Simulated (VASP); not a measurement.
# Fe2PbO (P-4m2) in VASP: relaxation of cell and atoms with PBE

Aim: the relaxation of cell and atoms of Fe2PbO with PBE.

All numbers are computed with VASP 6.6.1; they aren't measurements. Logs are shortened: lines on timing, memory, paths and dates and some standing lists are left out, and cuts for length are marked.

### Step 1. The cell of the first run

Symmetry: P-4m2, No. 115, tetragonal system. Conventional cell: a = 3.803 Å, b = 3.803 Å, c = 5.320 Å, α = 90.00°, β = 90.00°, γ = 90.00°. Fe (site symmetry 2mm) has 2 O at 2.24 Å and 2 Pb at 2.41 Å within 3.0 Å. Pb (site symmetry -4m2) has 4 Fe at 2.41 Å within 3.2 Å. O (site symmetry -4m2) has 4 Fe at 2.24 Å within 3.0 Å.

The cell was generated, and may not be a known phase.

### Step 2. Relaxation of cell and atoms, PBE, collinear spin, ferromagnetic start

INCAR reads:

```
SYSTEM = Fe2PbO
PREC = Accurate
ENCUT = 600
EDIFF = 1E-6
ISMEAR = 0
SIGMA = 0.2
LREAL = .False.
LASPH = .True.
NELM = 150
ALGO = Normal
ISIF = 3
LWAVE = .False.
LCHARG = .False.
ISPIN = 2
MAGMOM = 4 4 0 0
LORBIT = 11
LMAXMIX = 4
GGA = PE
IBRION = 2
NSW = 36
EDIFFG = -0.08
```

KPOINTS reads:

```
regular mesh
0
Gamma
  5 5 4
  0 0 0
```

POSCAR reads:

```
Fe2PbO
1.0
    3.8028970900      0.0000000000      0.0000000000
    0.0000000000      3.8028970900      0.0000000000
    0.0000000000      0.0000000000      5.3203602700
Fe Pb O
2 1 1
Direct
    0.0000000000      0.5000000000      0.2224034200
    0.5000000000      0.0000000000      0.7775965800
    0.5000000000      0.5000000000      0.5000000000
    0.0000000000      0.0000000000      0.0000000000
```

Potentials or basis: VASP PAW PBE potentials, release 64 (Fe, Pb_d, O).

Launch:

```
$ cat potpaw_PBE.64/Fe/POTCAR potpaw_PBE.64/Pb_d/POTCAR potpaw_PBE.64/O/POTCAR > POTCAR
$ mpirun -np 1 vasp_std > vasp.out
```

OUTCAR:

```text
SYSTEM = Fe2PbO
   PREC = Accurate
   ENCUT = 600
   EDIFF = 1E-6
   ISMEAR = 0
   LREAL = .False.
   LASPH = .True.
   NELM = 150
   ISIF = 3
   ISPIN = 2
   LORBIT = 11
   GGA = PE
   IBRION = 2
   NSW = 36
   EDIFFG = -0.08

 ion  position               nearest neighbor table
   1  0.000  0.500  0.222-   4 2.24   4 2.24   3 2.41   3 2.41
   2  0.500  0.000  0.778-   4 2.24   4 2.24   3 2.41   3 2.41
   3  0.500  0.500  0.500-   1 2.41   2 2.41   2 2.41   1 2.41
   4  0.000  0.000  0.000-   1 2.24   2 2.24   1 2.24   2 2.24

  LATTYP: Found a simple tetragonal cell.
 ALAT       =     3.8028970900
 C/A-ratio  =     1.3990281998

  Lattice vectors:

 A1 = (   3.8028970900,   0.0000000000,   0.0000000000)
 A2 = (   0.0000000000,   3.8028970900,   0.0000000000)
 A3 = (   0.0000000000,   0.0000000000,   5.3203602700)

Analysis of symmetry for initial positions (statically):
=====================================================================
 Subroutine PRICEL returns:
 Original cell was already a primitive cell.

 Routine SETGRP: Setting up the symmetry group for a
 simple tetragonal supercell.

 Subroutine GETGRP returns: Found  8 space group operations
 (whereof  8 operations were pure point group operations)
 out of a pool of 16 trial point group operations.

The static configuration has the point symmetry D_2d.

Analysis of symmetry for dynamics (positions and initial velocities):
=====================================================================
 Subroutine PRICEL returns:
 Original cell was already a primitive cell.

 Routine SETGRP: Setting up the symmetry group for a
 simple tetragonal supercell.

 Subroutine GETGRP returns: Found  8 space group operations
 (whereof  8 operations were pure point group operations)
 out of a pool of 16 trial point group operations.

The dynamic configuration has the point symmetry D_2d.

Analysis of structural, dynamic, and magnetic symmetry:
=====================================================================
 Subroutine PRICEL returns:
 Original cell was already a primitive cell.

 Routine SETGRP: Setting up the symmetry group for a
 simple tetragonal supercell.

 Subroutine GETGRP returns: Found  8 space group operations
 (whereof  8 operations were pure point group operations)
 out of a pool of 16 trial point group operations.

The overall configuration has the point symmetry D_2d.
[... 106 lines left out ...]
   PSTRESS=    0.0 pullay stress
   NELECT =      36.0000    total number of electrons
   NUPDOWN=      -1.0000    fix difference up-down
   EMIN   =  10.00;   EMAX   =-10.00  energy-range for DOS
   EFERMI =   0.00;   METHOD = LEGACY
   ISMEAR =     0;   SIGMA  =   0.20  broadening in eV -4-tet -1-fermi 0-gaus
   EFERMI_NEDOS =   21; number of points for ismear=-14 and -15
   IALGO  =     38    algorithm
   IMIX   =      4    mixing-type and parameters
     AMIX     =   0.40;   BMIX     =  1.00
     AMIX_MAG =   1.60;   BMIX_MAG =  1.00
  volume/ion in A,a.u.               =      19.24       129.81
  Fermi-wavevector in a.u.,A,eV,Ry     =   1.270922  2.401695 21.976715  1.615243
  Thomas-Fermi vector in A             =   2.403883
   LORBIT       =     11    0 simple, 1 ext, 2 COOP (PROOUT), +10 PAW based schemes
   GGA     = PE    functional components
   LHFCALC =     F    Hartree Fock is set to
   AEXX    =    0.0000 exact exchange contribution
   IVDW    =     0    specifies the selected vdW correction
   LEPSILON=     F    determine dielectric tensor
   LRPA    =     F    only Hartree local field effects (RPA)
 conjugate gradient relaxation of ions
 spin polarized calculation
 Gauss-broadening in eV      SIGMA  =   0.20
  energy-cutoff  :      600.00
  volume of cell :       76.94
 maximum number of plane-waves:      2589
 NGX is ok and might be reduce to    30
   NGX = 15   NGY = 15   NGZ = 21

--------------------------------------- Ionic step        1  -------------------------------------------

 number of electron      35.9999997 magnetization       6.1476243

 Free energy of the ion-electron system (eV)
  ---------------------------------------------------
  ext. energy  EPLUGINS =         0.00000000
  ---------------------------------------------------
  free energy    TOTEN  =       -22.38828720 eV

  energy without entropy =      -22.24873322  energy(sigma->0) =      -22.31851021

------------------------ aborting loop because EDIFF is reached ----------------------------------------

  FORCE on cell =-STRESS in cart. coord.  units (eV):
  Direction    XX          YY          ZZ          XY          YZ          ZX
  --------------------------------------------------------------------------------------
  -------------------------------------------------------------------------------------
  Total        0.8051626      0.8051626      3.9479461      0.0000000      0.0000000      0.0000000
  in kB       16.7657891     16.7657891     82.2075311      0.0000000      0.0000000      0.0000000
  external PRESSURE =      38.5797031 kB  Pullay stress =       0.0000000 kB
[... 2210 lines left out ...]
     25       9.9539      0.00000
     26      11.1342      0.00000

[... ionic steps 4 to 21 ...]

--------------------------------------- Ionic step       22  -------------------------------------------

 number of electron      36.0000008 magnetization       4.8008265

------------------------ aborting loop because EDIFF is reached ----------------------------------------
[... 71 lines left out ...]
--------------------------------------- Ionic step       24  -------------------------------------------

 number of electron      36.0000008 magnetization       4.8279202

 Free energy of the ion-electron system (eV)
  ---------------------------------------------------
  ext. energy  EPLUGINS =         0.00000000
  ---------------------------------------------------
  free energy    TOTEN  =       -26.14892619 eV

  energy without entropy =      -26.09227555  energy(sigma->0) =      -26.12060087

 E-fermi :   6.1734     XC(G=0): -11.0694

 val. band max:        6.1597665017   @ k =   0.4000   0.4000   0.5000
 cond. band min:       6.1754362386   @ k =   0.4000   0.2000   0.2500
 fundamental gap:      0.0156697369
 Fermi energy:         6.1733822212
[... 1078 lines left out ...]
  FREE ENERGIE OF THE ION-ELECTRON SYSTEM (eV)
  ---------------------------------------------------
  free  energy   TOTEN  =       -26.1489261926 eV

  energy  without entropy=      -26.0922755460  energy(sigma->0) =      -26.12060087

 reached required accuracy - stopping structural energy minimisation

 total charge

# of ion       s       p       d       tot
------------------------------------------
    1        0.389   0.436   6.317   7.142
    2        0.389   0.436   6.317   7.142
    3        1.313   0.886   9.818  12.017
    4        1.549   3.491   0.000   5.040
--------------------------------------------------
tot          3.639   5.250  22.451  31.341

 magnetization (x)

# of ion       s       p       d       tot
------------------------------------------
    1        0.021   0.001   2.381   2.402
    2        0.021   0.001   2.381   2.402
    3        0.049  -0.111   0.000  -0.062
    4        0.003   0.126   0.000   0.129
--------------------------------------------------
tot          0.093   0.016   4.762   4.871
```

Run time: 13 min. Hardware: 1 thread of Intel Xeon 6975P-C (Granite Rapids), shared host; peak memory 0.3 GiB.

What came out:

```
Free energy                                           : -26.1489 eV
Relaxed volume                                        : 16.05 Å³/atom
Relaxed cell                                          : a = 3.769 Å, b = 3.769 Å, c = 4.518 Å, α = 90.00°, β = 90.00°, γ = 90.00°
Space group after relaxing (to 0.1 Å)                 : P4/mmm (No. 123)
Energy gained by relaxing                             : 940.2 meV/atom
Ionic steps                                           : 24
Pressure after relaxing                               : 0.3 GPa
Largest force after relaxing                          : 0.017 eV/Å
Net moment                                            : 4.83 μB per cell
Site moments                                          : Fe +2.40; Pb -0.06; O +0.13 μB
Valence electrons inside the program's atomic spheres : Fe 7.14; Pb 12.02; O 5.04
```

Forces in eV/Å, atoms in the order of the input:
```
Fe   0.000  0.000  0.017
Fe   0.000  0.000 -0.017
Pb   0.000  0.000  0.000
O    0.000  0.000  0.000
```

Step by step:
```
step  energy change (eV)  largest force (eV/Å)  pressure (GPa)  volume (Å³)
   1              0.0000                4.6971            3.86        76.94
   2             -1.6460                2.4012           -6.64        82.18
   3             -2.1296                1.3751          -10.19        86.16
   4             -2.2446                0.5222          -11.74        94.39
   5             -3.1258                0.3805            0.20        76.49
   6             -3.1514                0.1738           -2.38        78.62
   7             -3.2820                0.1322           -2.48        75.89
   8             -3.5417                0.2181            0.05        67.53
   9             -3.5425                0.3115            0.73        66.56
  10             -3.5433                0.2676            0.48        67.00
  11             -3.5582                0.3014           -0.58        67.53
  12             -3.5655                0.3785           -3.65        69.05
  13             -3.5689                0.3530           -2.55        68.46
  14             -3.5728                0.3497           -2.50        68.40
  15             -3.5842                0.3448           -2.52        68.19
  16             -3.6067                0.3601           -2.52        67.78
  17             -3.6564                0.4497           -2.65        66.90
  18             -3.6951                0.1903           -2.90        64.96
  19             -3.6992                0.3544           -2.84        65.67
  20             -3.7363                0.2512           -0.32        63.89
  21             -3.7405                0.1903            1.32        62.96
  22             -3.7406                0.1975            1.19        63.06
  23             -3.7493                0.1395            0.94        63.35
  24             -3.7606                0.0174            0.27        64.18
```

Final structure:
```
CELL_PARAMETERS angstrom
3.76932 0.00000 0.00000
0.00000 3.76932 0.00000
0.00000 0.00000 4.51751
ATOMIC_POSITIONS crystal
Fe 0.00000 0.50000 0.99903
Fe 0.50000 0.00000 0.00097
Pb 0.50000 0.50000 0.50000
O 0.00000 0.00000 0.00000
```

Levels at points of the mesh, in eV from the Fermi level:
Spin up:
| k point | band 18 | band 19 | band 20 | band 21 | band 22 | band 23 |
| --- | --- | --- | --- | --- | --- | --- |
| (0.00, 0.00, 0.00) | -1.57 | -1.04 | -0.99 | -0.05 | 2.57 | 2.57 |
| (0.00, 0.00, 0.50) | -2.07 | -1.53 | -0.99 | 0.31 | 4.05 | 4.05 |
Spin down:
| k point | band 12 | band 13 | band 14 | band 15 | band 16 | band 17 | band 18 | band 19 |
| --- | --- | --- | --- | --- | --- | --- | --- | --- |
| (0.00, 0.00, 0.00) | -2.00 | -0.66 | -0.66 | -0.31 | -0.02 | 0.63 | 0.67 | 0.67 |
| (0.00, 0.00, 0.50) | -2.01 | -1.41 | -1.41 | -1.11 | -0.20 | 0.57 | 0.57 | 0.69 |

Caveat: the volume moved by over 15 % at a fixed basis, so the end points are rough; spin-orbit coupling is left out, which moves the levels of the heavy elements; the run started ferromagnetic, and an antiferromagnetic order may lie lower in energy. With open d or f shells a metallic result of PBE can be an artefact of self-interaction; +U or a hybrid may open a gap.
